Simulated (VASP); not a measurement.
# Si (I4/mmm) in VASP: notebook

Runs on Si. Level: LDA. Tasks: single point.

Program: VASP 6.6.1. These are calculated values, not measurements. Logs are shortened: lines on timing, memory, paths and dates and some standing lists are left out, and cuts for length are marked.

**1. The cell of the first run**

It takes space group I4/mmm (No. 139, tetragonal). Conventional cell: a = 6.743 Å, b = 6.743 Å, c = 3.879 Å, α = 90.00°, β = 90.00°, γ = 90.00°. Within 3.1 Å of Si (site symmetry m2m) lie 4 Si at 2.37 to 2.41 Å.

**2. Single point, LDA (22.05 Å³/atom)**

INCAR

```
ALGO = Normal
EDIFF = 1E-7
ENCUT = 520
ISIF = 2
ISMEAR = 0
LASPH = True
LCHARG = False
LREAL = False
LWAVE = False
NBANDS = 16
NELM = 80
PREC = Accurate
SIGMA = 0.01
```

KPOINTS

```
k-points
0
Gamma
  10 10 10
```

POSCAR

```
Si
1.0
   -3.3716811986      3.3716811986      1.9392636965
    3.3716811986     -3.3716811986      1.9392636965
    3.3716811986      3.3716811986     -1.9392636965
Si
4
Direct
    0.1783301945      0.1783301945      0.3566603891
    0.8216698055      0.8216698055      0.6433396109
    0.1783301945      0.8216698055      0.0000000000
    0.8216698055      0.1783301945      0.0000000000
```

Potentials or basis: VASP PAW LDA potentials, release 64 (Si).

On the command line:

```console
$ cat potpaw_LDA.64/Si/POTCAR > POTCAR
$ mpirun -np 1 vasp_std > vasp.out
```

OUTCAR:

```text
EDIFF = 1E-7
   ENCUT = 520
   ISIF = 2
   ISMEAR = 0
   LASPH = True
   LREAL = False
   NELM = 80
   PREC = Accurate

 ion  position               nearest neighbor table
   1  0.178  0.178  0.357-   2 2.37   2 2.37   3 2.41   4 2.41
   2  0.822  0.822  0.643-   1 2.37   1 2.37   4 2.41   3 2.41
   3  0.178  0.822  0.000-   4 2.37   4 2.37   2 2.41   1 2.41
   4  0.822  0.178  0.000-   3 2.37   3 2.37   2 2.41   1 2.41

  LATTYP: Found a body centered tetragonal cell.
 ALAT       =     6.7433623972
 C/A-ratio  =     0.5751622358

  Lattice vectors:

 A1 = (  -3.3716811986,   3.3716811986,   1.9392636965)
 A2 = (   3.3716811986,  -3.3716811986,   1.9392636965)
 A3 = (   3.3716811986,   3.3716811986,  -1.9392636965)

Analysis of symmetry for initial positions (statically):
=====================================================================
 Subroutine PRICEL returns:
 Original cell was already a primitive cell.

 Routine SETGRP: Setting up the symmetry group for a
 body centered tetragonal supercell.

 Subroutine GETGRP returns: Found 16 space group operations
 (whereof 16 operations were pure point group operations)
 out of a pool of 16 trial point group operations.

The static configuration has the point symmetry D_4h.

Analysis of symmetry for dynamics (positions and initial velocities):
=====================================================================
 Subroutine PRICEL returns:
 Original cell was already a primitive cell.

 Routine SETGRP: Setting up the symmetry group for a
 body centered tetragonal supercell.

 Subroutine GETGRP returns: Found 16 space group operations
 (whereof 16 operations were pure point group operations)
 out of a pool of 16 trial point group operations.

The dynamic configuration has the point symmetry D_4h.

 Subroutine INISYM returns: Found 16 space group operations
 (whereof 16 operations are pure point group operations),
 and found     1 'primitive' translations

----------------------------------------------------------------------------------------

                                     Primitive cell

  volume of cell :      88.1840

  direct lattice vectors                    reciprocal lattice vectors
    -3.371681199  3.371681199  1.939263697     0.000000000  0.148293973  0.257829815
     3.371681199 -3.371681199  1.939263697     0.148293973  0.000000000  0.257829815
     3.371681199  3.371681199 -1.939263697     0.148293973  0.148293973  0.000000000

  length of vectors
     5.147544259  5.147544259  5.147544259     0.297434557  0.297434557  0.209719348

  position of ions in fractional coordinates (direct lattice)
     0.178330194  0.178330194  0.356660389
     0.821669806  0.821669806  0.643339611
     0.178330194  0.821669806  0.000000000
     0.821669806  0.178330194  0.000000000

  ion indices of the primitive-cell ions
   primitive index   ion index
                 1           1
                 2           2
                 3           3
                 4           4

----------------------------------------------------------------------------------------

 KPOINTS: k-points

Automatic generation of k-mesh.
 Grid dimensions read from file:
 generate k-points for:   10   10   10

 Generating k-lattice:

  Cartesian coordinates                     Fractional coordinates (reciprocal lattice)
     0.000000000  0.014829397  0.025782981     0.100000000  0.000000000 -0.000000000
     0.014829397  0.000000000  0.025782981     0.000000000  0.100000000 -0.000000000
     0.014829397  0.014829397  0.000000000     0.000000000  0.000000000  0.100000000

  Length of vectors
     0.029743456  0.029743456  0.020971935

  Shift w.r.t. Gamma in fractional coordinates (k-lattice)
     0.000000000  0.000000000  0.000000000

 Subroutine IBZKPT returns following result:
 ===========================================

 Found    102 irreducible k-points:

 Following reciprocal coordinates:
            Coordinates               Weight
  0.000000  0.000000  0.000000      1.000000
  0.100000  0.000000 -0.000000      8.000000
  0.200000  0.000000 -0.000000      8.000000
  0.300000  0.000000  0.000000      8.000000
  0.400000  0.000000  0.000000      8.000000
  0.500000 -0.000000  0.000000      4.000000
[... 16 lines left out ...]
  0.300000  0.300000  0.000000      8.000000
  0.400000  0.300000  0.000000     16.000000
 [... further k-points ...]
   k-points           NKPTS =    102   k-points in BZ     NKDIM =    102   number of bands    NBANDS=     16
   number of dos      NEDOS =    301   number of ions     NIONS =      4
   total plane-waves  NPLWV =  64000
   dimension x,y,z NGX =    40 NGY =   40 NGZ =   40
   dimension x,y,z NGXF=    80 NGYF=   80 NGZF=   80
   ions per type =               4
   NGX,Y,Z   is equivalent  to a cutoff of  12.92, 12.92, 12.92 a.u.
   NGXF,Y,Z  is equivalent  to a cutoff of  25.84, 25.84, 25.84 a.u.
 SYSTEM =  unknown system
   PREC   = accura    normal or accurate (medium, high low for compatibility)
   ISTART =      0    job   : 0-new  1-cont  2-samecut
   ICHARG =      2    charge: 1-file 2-atom 10-const
   ISPIN  =      1    spin polarized calculation?
   LNONCOLLINEAR =      F non collinear calculations
   LSORBIT =      F    spin-orbit coupling
   LASPH  =      T    aspherical Exc in radial PAW
   ENCUT  =  520.0 eV  38.22 Ry    6.18 a.u.   9.57  9.57  9.57*2*pi/ulx,y,z
   NELM   =     80;   NELMIN=  2; NELMDL= -5     # of ELM steps
   EDIFF  = 0.1E-06   stopping-criterion for ELM
   LREAL  =      F    real-space projection
   EDIFFG = 0.1E-05   stopping-criterion for IOM
   NSW    =      0    number of steps for IOM
   IBRION =     -1    ionic relax: 0-MD 1-quasi-New 2-CG
   NFREE  =      0    steps in history (QN), initial steepest desc. (CG)
   ISIF   =      2    stress and relaxation
   ISYM   =      2    0-nonsym 1-usesym 2-fastsym
   POTIM  = 0.5000    time-step for ionic-motion
   TEBEG  =    0.0;   TEEND  =   0.0 temperature during run
   PSTRESS=    0.0 pullay stress
   NELECT =      16.0000    total number of electrons
   NUPDOWN=      -1.0000    fix difference up-down
   EMIN   =  10.00;   EMAX   =-10.00  energy-range for DOS
   EFERMI =   0.00;   METHOD = LEGACY
   ISMEAR =     0;   SIGMA  =   0.01  broadening in eV -4-tet -1-fermi 0-gaus
   EFERMI_NEDOS =   21; number of points for ismear=-14 and -15
   IALGO  =     38    algorithm
   IMIX   =      4    mixing-type and parameters
     AMIX     =   0.40;   BMIX     =  1.00
     AMIX_MAG =   1.60;   BMIX_MAG =  1.00
  volume/ion in A,a.u.               =      22.05       148.77
  Fermi-wavevector in a.u.,A,eV,Ry     =   0.926798  1.751393 11.686774  0.858954
  Thomas-Fermi vector in A             =   2.052799
   LORBIT       =      0    0 simple, 1 ext, 2 COOP (PROOUT), +10 PAW based schemes
   GGA     = CA    functional components
   LHFCALC =     F    Hartree Fock is set to
   AEXX    =    0.0000 exact exchange contribution
   IVDW    =     0    specifies the selected vdW correction
   LEPSILON=     F    determine dielectric tensor
   LRPA    =     F    only Hartree local field effects (RPA)
 non-spin polarized calculation
 Gauss-broadening in eV      SIGMA  =   0.01
  energy-cutoff  :      520.00
  volume of cell :       88.18
 maximum number of plane-waves:      2394
 NGX is ok and might be reduce to    40
   NGX = 19   NGY = 19   NGZ = 19

 number of electron      16.0000000 magnetization

 Free energy of the ion-electron system (eV)
  ---------------------------------------------------
  ext. energy  EPLUGINS =         0.00000000
  ---------------------------------------------------
  free energy    TOTEN  =       -23.30979616 eV

  energy without entropy =      -23.30979616  energy(sigma->0) =      -23.30979616

 E-fermi :   5.0714     XC(G=0):  -9.1705

 val. band max:        4.9875468710   @ k =   0.5000   0.5000   0.5000
 cond. band min:       5.3246462816   @ k =   0.3000   0.2000   0.2000
 fundamental gap:      0.3370994106
 Fermi energy:         5.0714476637

 k-point     1 :       0.0000    0.0000    0.0000
  band No.  band energies     occupation
      1      -6.7730      2.00000
      2      -2.7097      2.00000
      3      -0.4847      2.00000
      4      -0.4847      2.00000
      5       1.3668      2.00000
      6       3.6308      2.00000
[... 8 lines left out ...]
     15      10.5484      0.00000
     16      11.5795      0.00000

 k-point     2 :       0.1000    0.0000   -0.0000
  band No.  band energies     occupation
      1      -6.6654      2.00000
      2      -2.7299      2.00000
      3      -0.6238      2.00000
      4      -0.3364      2.00000
      5       1.4577      2.00000
      6       3.0193      2.00000
[... 8 lines left out ...]
     15      10.0548      0.00000
     16      12.1537      0.00000

 k-point     3 :       0.2000    0.0000   -0.0000
  band No.  band energies     occupation
      1      -6.3483      2.00000
      2      -2.7365      2.00000
      3      -1.0278      2.00000
      4      -0.0947      2.00000
      5       1.5920      2.00000
      6       2.0009      2.00000
[... 8 lines left out ...]
     15      10.1995      0.00000
     16      11.5762      0.00000

 k-point     4 :       0.3000    0.0000    0.0000
  band No.  band energies     occupation
      1      -5.8448      2.00000
      2      -2.6542      2.00000
      3      -1.7170      2.00000
      4      -0.2646      2.00000
      5       1.2072      2.00000
      6       1.6978      2.00000
[... 8 lines left out ...]
     15      11.2801      0.00000
     16      11.4560      0.00000
[... 324 lines left out ...]
 k-point    22 :      -0.2000    0.2000    0.0000
  band No.  band energies     occupation
      1      -6.5625      2.00000
      2      -3.4511      2.00000
      3      -0.4142      2.00000
      4      -0.3289      2.00000
      5       2.2609      2.00000
      6       3.4253      2.00000
[... 8 lines left out ...]
     15      10.9800      0.00000
     16      12.3565      0.00000

 k-point    23 :       0.3000    0.3000    0.0000
  band No.  band energies     occupation
      1      -4.7762      2.00000
      2      -3.4346      2.00000
      3      -2.6245      2.00000
      4      -0.5685      2.00000
      5       0.7027      2.00000
      6       2.2943      2.00000
[... 8 lines left out ...]
     15      11.1895      0.00000
     16      12.7631      0.00000

 k-point    24 :       0.4000    0.3000    0.0000
  band No.  band energies     occupation
      1      -5.1503      2.00000
      2      -3.9981      2.00000
      3      -1.9780      2.00000
      4       0.0425      2.00000
      5       0.9582      2.00000
      6       2.1539      2.00000
[... 8 lines left out ...]
     15      11.0215      0.00000
     16      11.6243      0.00000

 [... further k-points ...]

------------------------ aborting loop because EDIFF is reached ----------------------------------------

  FORCE on cell =-STRESS in cart. coord.  units (eV):
  Direction    XX          YY          ZZ          XY          YZ          ZX
  --------------------------------------------------------------------------------------
  -------------------------------------------------------------------------------------
  Total       -2.4690688     -2.4690688     -2.4728686      0.0000000      0.0000000     -0.0000000
  in kB      -44.8594463    -44.8594463    -44.9284839      0.0000000      0.0000000     -0.0000000
  external PRESSURE =     -44.8824588 kB  Pullay stress =       0.0000000 kB

 VOLUME and BASIS-vectors are now :
 -----------------------------------------------------------------------------
  energy-cutoff  :      520.00
  volume of cell :       88.18
      direct lattice vectors                 reciprocal lattice vectors
    -3.371681199  3.371681199  1.939263697     0.000000000  0.148293973  0.257829815
     3.371681199 -3.371681199  1.939263697     0.148293973  0.000000000  0.257829815
     3.371681199  3.371681199 -1.939263697     0.148293973  0.148293973  0.000000000

 POSITION                                       TOTAL-FORCE (eV/Angst)
 -----------------------------------------------------------------------------------
      1.20255      1.20255     -0.00000         0.001033      0.001033      0.000000
      2.16914      2.16914      1.93926        -0.001033     -0.001033     -0.000000
      2.16914     -2.16914      1.93926        -0.001033      0.001033     -0.000000
     -2.16914      2.16914      1.93926         0.001033     -0.001033     -0.000000
 -----------------------------------------------------------------------------------
    total drift:                                0.000000     -0.000000      0.000000

  FREE ENERGIE OF THE ION-ELECTRON SYSTEM (eV)
  ---------------------------------------------------
  free  energy   TOTEN  =       -23.3097961631 eV

  energy  without entropy=      -23.3097961631  energy(sigma->0) =      -23.30979616
```

It took 4 min on 1 thread of Intel Xeon 8259CL, shared host; peak memory 0.25 GiB.

Results:

```
Free energy            : -23.3098 eV
Pressure               : -4.5 GPa
Band gap on the k mesh : 0.34 eV (least direct gap 0.41 eV)
```

Caveat: the cell stands under tension; semilocal functionals underestimate gaps, and a narrow one can read as zero. A k mesh can miss the band edges.

**3. Single point, LDA (22.88 Å³/atom)**

This run uses another cell than the first one, of 22.88 Å³/atom.

INCAR

```
PREC = Accurate
ENCUT = 520
EDIFF = 1E-6
ISMEAR = 0
SIGMA = 0.01
LREAL = F
LASPH = T
NELM = 60
ALGO = Normal
ISIF = 2
LWAVE = F
LCHARG = F
NBANDS = 16
```

KPOINTS

```
Automatic mesh
0
Gamma
  10 10 10
```

POSCAR

```
Si
1.0
   -3.4159544362      3.4159544362      1.9606160670
    3.4159544362     -3.4159544362      1.9606160670
    3.4159544362      3.4159544362     -1.9606160670
Si
4
Direct
    0.1780588106      0.1780588106      0.3561176213
    0.8219411894      0.8219411894      0.6438823787
    0.1780588106      0.8219411894      0.0000000000
    0.8219411894      0.1780588106      0.0000000000
```

Potentials or basis: VASP PAW LDA potentials, release 64 (Si).

On the command line:

```console
$ cat potpaw_LDA.64/Si/POTCAR > POTCAR
$ mpirun -np 1 vasp_std > vasp.out
```

Wall time 99 s (1 thread of Intel Xeon Platinum 8259CL at 2.50GHz (Skylake/Cascade Lake), shared host); peak memory 0.25 GiB.

The run converged. Its results:

| Quantity | Value |
| --- | --- |
| Free energy | -23.1919 eV |
| Pressure | -6.8 GPa |
| Band gap on the k mesh | 0.33 eV (least direct gap 0.48 eV) |

Levels at points of the mesh, in eV from the valence-band top:
```
           k point  band 4  band 5  band 6  band 7  band 8  band 9  band 10  band 11  band 12  band 13
(0.00, 0.00, 0.00)   -5.38   -3.48   -1.27   -1.27   -0.47    1.40     1.40     1.52     2.37     2.37
(0.50, 0.00, 0.00)   -5.89   -4.00   -3.23   -2.15   -1.31    0.91     2.21     2.97     3.46     3.96
(0.50, 0.50, 0.00)   -4.86   -2.58   -1.75   -1.72   -1.39    1.57     1.85     1.97     3.75     4.25
(0.50, 0.50, 0.50)   -4.59   -2.62   -0.10    0.00    0.00    0.48     2.28     3.35     4.00     4.42
```

Caveat: the cell stands under tension; semilocal functionals underestimate gaps, and a narrow one can read as zero. A k mesh can miss the band edges.
